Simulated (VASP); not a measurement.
Set up this calculation in VASP 6.6.1, as the native input.

```
Task                   : single point
Functional             : LDA
Potentials or basis    : VASP PAW LDA potentials, release 64 (Hf_pv)
Cutoff                 : 520 eV
k mesh                 : 8 × 8 × 5
Occupations            : methfessel-paxton, width 0.1 eV
Spin                   : no spin polarisation
Dipole correction      : no
Further INCAR settings : ALGO = Normal; EDIFF = 1e-06; NBANDS = 17
```

The structure of Hf lies in POSCAR:

```
Hf
1.0
    3.2178708157      0.0000000000      0.0000000000
   -1.6089354078      2.7867574615      0.0000000000
    0.0000000000      0.0000000000      5.0912963404
Hf
2
Direct
    0.3333333333      0.6666666667      0.2500000000
    0.6666666667      0.3333333333      0.7500000000
```

The input as run:

INCAR

```
SYSTEM = Hf
ALGO = Normal ; EDIFF = 1E-6
ENCUT = 520 ; ISIF = 2
ISMEAR = 1 ; LASPH = .TRUE.
LCHARG = .TRUE. ; LELF = .TRUE.
LREAL = .FALSE. ; LVHAR = .TRUE.
LWAVE = .FALSE. ; NBANDS = 17
NELM = 100 ; PREC = Accurate
SIGMA = 0.1
```

KPOINTS

```
k-points
0
G
  8 8 5
  0 0 0
```

Potentials or basis: VASP PAW LDA potentials, release 64 (Hf_pv).

Run with:

```bash
$ cat potpaw_LDA.64/Hf_pv/POTCAR > POTCAR
$ mpirun -np 1 vasp_std > vasp.out
```

It gave:

```json
{
 "Pressure": "-9.2 GPa",
 "Band gap on the k mesh": "zero (band 10 reaches 5.75 eV, above the bottom of band 11 at 4.39 eV)"
}
```

Caveat: spin-orbit coupling is left out, which moves the levels of the heavy elements.

Wall time 6.2 s on 1 thread of Intel(R) Xeon(R) 6975P-C (Granite Rapids) (shared host), peak memory 0.15 GiB.
